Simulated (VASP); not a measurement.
Set up this calculation in VASP 6.6.1, as the native input.

| Item | Value |
| --- | --- |
| Task | single point |
| Functional | r2SCAN |
| Potentials or basis | VASP PAW PBE potentials, release 64 (Sb) |
| Cutoff | 550 eV |
| k mesh | 8 × 8 × 5 |
| Occupations | fermi-dirac, width 0.1 eV |
| Spin | no spin polarisation |
| Dipole correction | no |
| Further INCAR settings | ALGO = Normal; EDIFF = 1e-06; NBANDS = 12 |

Crystal: Sb.

```
Sb
1.0
     3.30290    0.00000    0.00000
    -1.65145    2.86039    0.00000
     0.00000    0.00000    5.33064
Sb
2
Direct
  0.33333 0.66667 0.25000
  0.66667 0.33333 0.75000
```

This isn't the form of Sb at room conditions, which is rhombohedral.

These files were run (other wordings do the same):

POSCAR

```
Sb
1.0
    3.3028952727      0.0000000000      0.0000000000
   -1.6514476363      2.8603912122      0.0000000000
    0.0000000000      0.0000000000      5.3306439797
Sb
2
Direct
    0.3333333333      0.6666666667      0.2500000000
    0.6666666667      0.3333333333      0.7500000000
```

INCAR.step1

```
SYSTEM = Sb
PREC = Accurate ; ENCUT = 550
ISMEAR = -1 ; SIGMA = 0.1
LREAL = .FALSE. ; LASPH = .TRUE.
NELM = 120 ; NBANDS = 12
GGA = PE ; ALGO = Normal
EDIFF = 1E-5 ; LWAVE = .TRUE.
LCHARG = .FALSE. ; GGA_COMPAT = .FALSE.
```

INCAR.step2

```
SYSTEM = Sb
PREC = Accurate ; ENCUT = 550
EDIFF = 1E-6 ; ISMEAR = -1
SIGMA = 0.1 ; LREAL = .FALSE.
LASPH = .TRUE. ; NELM = 120
ALGO = Normal ; ISIF = 2
LWAVE = .FALSE. ; LCHARG = .TRUE.
METAGGA = R2SCAN ; LMIXTAU = .TRUE.
LELF = .TRUE. ; LVHAR = .TRUE.
NBANDS = 12 ; ISTART = 1
GGA_COMPAT = .FALSE.
```

KPOINTS

```
Automatic mesh
0
G
  8 8 5
  0 0 0
```

Potentials or basis: VASP PAW PBE potentials, release 64 (Sb).

Run with:

```sh
$ cat potpaw_PBE.64/Sb/POTCAR > POTCAR
$ cp INCAR.step1 INCAR
$ mpirun -np 1 vasp_std > vasp.out
$ cp INCAR.step2 INCAR
$ mpirun -np 1 vasp_std > vasp.out
```

Results of the run:

| Property | Result |
| --- | --- |
| Pressure | 4.9 GPa |
| Band gap on the k mesh | zero (bands 5 and 6 overlap by 6.98 eV) |

Caveat: the cell stands under pressure; the PAW data sets were made with another functional, which shifts forces and pressure a little; spin-orbit coupling is left out, which moves the levels of the heavy elements.

It took 75 s on 1 thread of Intel(R) Xeon(R) Platinum 8488C (Sapphire Rapids), with other jobs on the host, peak memory 0.18 GiB.
